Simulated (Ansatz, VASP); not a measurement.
# H: VASP beside Ansatz

POSCAR

```
H
1.0
    8.0000000000      0.0000000000      0.0000000000
    0.0000000000      8.0000000000      0.0000000000
    0.0000000000      0.0000000000      8.0000000000
H
2
Direct
    0.5000000000      0.5000000000      0.4562500000
    0.5000000000      0.5000000000      0.5437500000
```

File INCAR.step1:

```
PREC = Accurate ; ENCUT = 440
ISMEAR = 0 ; SIGMA = 0.01
LREAL = False ; LASPH = True
NELM = 120 ; NBANDS = 8
GGA = PE ; ALGO = Normal
EDIFF = 1E-5 ; LWAVE = True
LCHARG = False ; GGA_COMPAT = False
NELMDL = -8
```

Contents of INCAR.step2:

```
PREC = Accurate ; ENCUT = 440
EDIFF = 1E-6 ; ISMEAR = 0
SIGMA = 0.01 ; LREAL = False
LASPH = True ; NELM = 120
ALGO = Normal ; ISIF = 2
LWAVE = False ; LCHARG = False
METAGGA = R2SCAN ; LMIXTAU = True
NBANDS = 8 ; ISTART = 1
GGA_COMPAT = False
```

The input KPOINTS:

```
regular mesh
0
Gamma
  1 1 1
```

Input for Ansatz:

```yaml
crystal:
  lattice:
    - [8.0, 0.0, 0.0]
    - [0.0, 8.0, 0.0]
    - [0.0, 0.0, 8.0]
  atoms:
    - { symbol: H, position: [0.5, 0.5, 0.45625] }
    - { symbol: H, position: [0.5, 0.5, 0.54375] }
scf:
  occupations: { method: fixed }
output:
  forces: true
  stress: false
  eigenvalues: true
  write_density: true
  write_potential: true
  elf: true
  volumetric_format: npy
hamiltonian:
  xc: r2scan
basis:
  ecutwfc: 600
kpoints:
  mp_grid: { grid: [1, 1, 1] }
```

Alike in both runs: task single point; functional r2SCAN; k mesh 1 × 1 × 1; no spin polarisation.

|  | VASP | Ansatz |
| --- | --- | --- |
| version | VASP 6.6.1 | Ansatz 0.2.0 |
| potentials or method | VASP PAW PBE potentials, release 64 (H), cutoff 440 eV | scalar-relativistic, plane waves, PAW |
| occupations | gaussian, width 0.01 eV | fixed |
| valence electrons in the cell | 2 | 2 |

```csv
,VASP,Ansatz,Ansatz less VASP
gap on the k mesh at the Fermi level (eV),11.14,11.45,+0.303
rms of the force components (eV/Å),1.003,0.995,-0.0077
```

VASP's potentials were made for PBE, not for r2SCAN. Atom by atom the forces differ by 0.008 eV/Å (rms over components). Ansatz's warnings: xc potential rough in thin density.
